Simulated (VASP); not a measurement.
A run of VASP 6.6.1:

Contents of INCAR:

```
PREC = Accurate
ENCUT = 520
EDIFF = 1E-7
ISMEAR = -1
SIGMA = 0.03
LREAL = False
LASPH = True
NELM = 80
ALGO = Normal
ISIF = 2
LWAVE = False
LCHARG = False
GGA = PE
NBANDS = 13
```

File KPOINTS:

```
regular mesh
0
Gamma
  19 19 10
```

POSCAR

```
Se
1.0
    3.7202718101      0.0000000000      0.0000000000
   -1.8601359050      3.2218498965      0.0000000000
    0.0000000000      0.0000000000      3.8505633181
Se
2
Direct
    0.3333333333      0.6666666667      0.2500000000
    0.6666666667      0.3333333333      0.7500000000
```

Potentials or basis: VASP PAW PBE potentials, release 64 (Se).

Command:

```console
$ cat potpaw_PBE.64/Se/POTCAR > POTCAR
$ mpirun -np 1 vasp_std > vasp.out
```

Hardware: 1 thread of Intel(R) Xeon(R) 6975P-C (Granite Rapids), on a shared host.

Estimate the wall time of this run.

Wall time 37 s on 1 thread of Intel(R) Xeon(R) 6975P-C (Granite Rapids) (shared host), peak memory 0.24 GiB. Counts: scf iterations 11, k points 240.
